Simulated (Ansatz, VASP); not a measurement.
CaO: VASP beside Ansatz

File INCAR:

```
ALGO = Normal
EDIFF = 1E-6
ENCUT = 520
GGA = PE
ISIF = 2
ISMEAR = -1
LASPH = T
LCHARG = F
LREAL = F
LWAVE = F
NBANDS = 15
NELM = 100
PREC = Accurate
SIGMA = 0.02
```

The input KPOINTS:

```
k-points
0
Gamma
  8 8 8
```

File POSCAR:

```
CaO
1.0
   -0.0173782116      2.5893535300      2.5893535300
    2.5893535300     -0.0173782116      2.5893535300
    2.5893535300      2.5893535300     -0.0173782116
Ca O
1 1
Direct
   -0.0006219345     -0.0006219345     -0.0006219345
    0.2506219345      0.2506219345      0.2506219345
```

Input for Ansatz:

```yaml
crystal:
  lattice:
    - [-0.0173782116, 2.58935353, 2.58935353]
    - [2.58935353, -0.0173782116, 2.58935353]
    - [2.58935353, 2.58935353, -0.0173782116]
  atoms:
    - { symbol: Ca, position: [-0.0006219345, -0.0006219345, -0.0006219345] }
    - { symbol: O, position: [0.2506219345, 0.2506219345, 0.2506219345] }
kpoints:
  mp_grid: { grid: [8, 8, 8] }
  band_path:
    path:
      - [0.0, 0.0, 0.0]
      - [-0.5, -0.5, 0.0]
      - [-0.375, -0.375, 0.25]
      - [-0.375, 0.0, 0.375]
      - [0.0, 0.0, 0.5]
      - [-0.5, -0.25, 0.25]
      - [0.0, 0.5, 0.5]
    npoints: 1
hamiltonian:
  xc: pbe
scf:
  occupations: { method: fermi_dirac, width: 0.02 }
  n_extra_bands: 4
output:
  forces: true
  stress: true
  eigenvalues: true
```

Change from the starting cell: shear_111 strain -1.0%.

Alike in both runs: task single point; functional PBE; k mesh 8 × 8 × 8; occupations fermi-dirac, width 0.02 eV; no spin polarisation.

|  | VASP | Ansatz |
| --- | --- | --- |
| version | VASP 6.6.1 | Ansatz 0.2.0 |
| potentials or method | VASP PAW PBE potentials, release 64 (Ca_sv, O) | plane waves, PAW |
| plane-wave cutoff (eV) | 520 | 420 |
| valence electrons in the cell | 16 | 16 |

Ansatz gave:

```
gap on the k mesh at the Fermi level (eV)                     : 3.36
pressure (GPa)                                                : 2.2
traceless stress, the component that is largest in VASP (GPa) : 0.24
```

Estimate VASP's values.

gap on the k mesh at the Fermi level (eV): 3.36; pressure (GPa): 2.7; traceless stress, the component that is largest in VASP (GPa): 0.24.
